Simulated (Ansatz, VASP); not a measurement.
**Two plane-wave programs on Ta**

```xyz
2
Lattice="2.9451 0.0000 0.0000 -1.4726 2.5506 0.0000 0.0000 0.0000 4.8094" Properties=species:S:1:pos:R:3 pbc="T T T"
Ta    0.0000    1.7004    1.2023
Ta    1.4726    0.8502    3.6070
```

Alike in both runs: task relaxation of cell and atoms; functional r2SCAN; k mesh 12 × 12 × 7; occupations fermi-dirac, width 0.1 eV; no spin polarisation.

|  | VASP | Ansatz |
| --- | --- | --- |
| version | VASP 6.6.1 | Ansatz 0.2.0 |
| potentials or method | VASP PAW PBE potentials, release 64 (Ta_pv), cutoff 600 eV | plane waves (500 eV) with PAW, scalar-relativistic |
| valence electrons in the cell | 22 | 26 |

Ansatz gave:

| Property | Result |
| --- | --- |
| relaxed volume (Å³/atom) | 18.49 |
| relaxed cell length with the largest relative difference (Å) | 5.128 |

Task: Which values does VASP return?

Result: Relaxed volume (Å³/atom): 18.54; relaxed cell length with the largest relative difference (Å): 5.134.

VASP's potentials were made for PBE, not for r2SCAN. VASP's potentials hold 22 valence electrons a cell and Ansatz's 26, so a difference there can come from the potentials and not from the codes.

Spin-orbit coupling is off throughout.
